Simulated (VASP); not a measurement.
Wanted: the native input for a VASP 6.6.1 run.

- Task: single point
- Functional: revPBE
- Potentials or basis: VASP PAW PBE potentials, release 64 (Mo_sv)
- Cutoff: 520 eV
- k mesh: 15 × 15 × 8
- Occupations: fermi-dirac, width 0.1 eV
- Spin: no spin polarisation
- Dipole correction: no
- Further INCAR settings: ALGO = Normal; EDIFF = 1e-07; NBANDS = 21

The structure of Mo lies in POSCAR:

```
Mo
1.0
   -1.9500808445      1.9499260020      1.3486382770
    1.9499260020     -1.9500808445      1.3486382770
    3.2107467231      3.2107467231     -1.3489218713
Mo
2
Direct
    0.9999595626      0.0000404374      0.0000000000
    0.7500404374      0.2499595626      0.5000000000
```

These files were run (other wordings do the same):

INCAR

```
  PREC = Accurate
  ENCUT = 520
  EDIFF = 1E-7
  ISMEAR = -1
  SIGMA = 0.1
  LREAL = F
  LASPH = T
  NELM = 80
  ALGO = Normal
  ISIF = 2
  LWAVE = F
  LCHARG = T
  GGA = RE
  LELF = T
  LVHAR = T
  NBANDS = 21
```

KPOINTS

```
regular mesh
0
Gamma
  15 15 8
```

Potentials or basis: VASP PAW PBE potentials, release 64 (Mo_sv).

Run with:

```sh
$ cat potpaw_PBE.64/Mo_sv/POTCAR > POTCAR
$ mpirun -np 1 vasp_std > vasp.out
```

Results of the run:

| Quantity | Value |
| --- | --- |
| Pressure | -8.2 GPa |
| Band gap on the k mesh | zero (bands 14 and 15 overlap by 1.38 eV) |

Caveat: the cell stands under tension; the PAW data sets were made with another functional, which shifts forces and pressure a little.

Run time: 2.6 min on 1 thread of Intel(R) Xeon(R) 6975P-C (Granite Rapids), on a shared host, peak memory 0.36 GiB.
